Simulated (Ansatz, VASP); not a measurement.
# Ir in VASP and in Ansatz

```xyz
1
Lattice="0.0000 1.9197 1.8045 1.9197 0.0000 1.8045 1.9197 1.9197 0.0000" Properties=species:S:1:pos:R:3 pbc="T T T"
Ir    0.0000    0.0000    0.0000
```

Change from the starting cell: strain -0.0600 x Voigt [0, 0, 1, 0, 0, 0], atoms carried along.

Alike in both runs: task single point; functional LDA; k mesh 8 × 8 × 8; occupations gaussian, width 0.15 eV; no spin polarisation.

```csv
,VASP,Ansatz
version,VASP 6.6.1,Ansatz 0.2.0
potentials or method,"VASP PAW LDA potentials, release 64 (Ir), cutoff 520 eV","scalar-relativistic, plane waves, PAW"
valence electrons in the cell,9,17
```

```tsv
	VASP	Ansatz	Ansatz less VASP
gap on the k mesh at the Fermi level (eV)	none	none	-
pressure (GPa)	23.6	20.5	-3.14
traceless stress, the component that is largest in VASP (GPa)	16.91	17.02	+0.106
```

LDA's correlation is that of Perdew and Zunger in VASP and of Perdew and Wang (1992) in Ansatz. A gap of «none» marks a metal or a gap that the smearing closes. VASP's potentials hold 9 valence electrons a cell and Ansatz's 17, so a difference there can come from the potentials and not from the codes.

The k mesh is coarse, so the values compare programs but aren't converged. Neither program's run includes spin-orbit coupling.
